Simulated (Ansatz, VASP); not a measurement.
## Two plane-wave programs on Na

The input POSCAR:

```
Na
1.0
   -2.1125000000      2.1125000000      2.1125000000
    2.1125000000     -2.1125000000      2.1125000000
    2.1125000000      2.1125000000     -2.1125000000
Na
1
Direct
    0.0000000000      0.0000000000      0.0000000000
```

The input INCAR.step1:

```
  PREC = Accurate
  ENCUT = 520
  ISMEAR = 1
  SIGMA = 0.01
  LREAL = F
  LASPH = T
  NELM = 80
  NBANDS = 10
  GGA = PE
  ALGO = Normal
  EDIFF = 1E-4
  LWAVE = T
  LCHARG = F
```

INCAR.step2

```
  PREC = Accurate
  ENCUT = 520
  EDIFF = 1E-7
  ISMEAR = 1
  SIGMA = 0.01
  LREAL = F
  LASPH = T
  NELM = 80
  ALGO = Normal
  ISIF = 2
  LWAVE = F
  LCHARG = F
  METAGGA = R2SCAN
  LMIXTAU = T
  NBANDS = 10
  ISTART = 1
```

KPOINTS

```
regular mesh
0
Gamma
  11 11 11
```

Input for Ansatz:

```yaml
crystal:
  lattice:
    - [-2.1125, 2.1125, 2.1125]
    - [2.1125, -2.1125, 2.1125]
    - [2.1125, 2.1125, -2.1125]
  atoms:
    - { symbol: Na, position: [0.0, 0.0, 0.0] }
hamiltonian:
  xc: r2scan
  pseudopotentials:
    kind: paw
    azcp:
      Na: "pseudopotentials/Na.paw.azcp"
basis:
  ecutwfc: 500
  fft_grid_basis: typed
kpoints:
  mp_grid: { grid: [11, 11, 11], shift: [0, 0, 0] }
magnetization:
  spin_polarized: false
scf:
  occupations: { method: cold, width: 0.01 }
  lower_state_search: "off"
output:
  stress: true
```

Alike in both runs: task single point; functional r2SCAN; k mesh 11 × 11 × 11; no spin polarisation.

|  | VASP | Ansatz |
| --- | --- | --- |
| version | VASP 6.6.1 | Ansatz 0.2.0 |
| potentials or method | VASP PAW PBE potentials, release 64 (Na_pv), cutoff 520 eV | plane waves (500 eV) with PAW, scalar-relativistic |
| occupations | methfessel-paxton of order 1, width 0.01 eV | cold, width 0.01 eV |
| valence electrons in the cell | 7 | 9 |

|  | VASP | Ansatz | Ansatz less VASP |
| --- | --- | --- | --- |
| pressure (GPa) | 0.1 | 0.0 | -0.09 |

VASP's potentials were made for PBE, not for r2SCAN. VASP's potentials hold 7 valence electrons a cell and Ansatz's 9, so a difference there can come from the potentials and not from the codes.
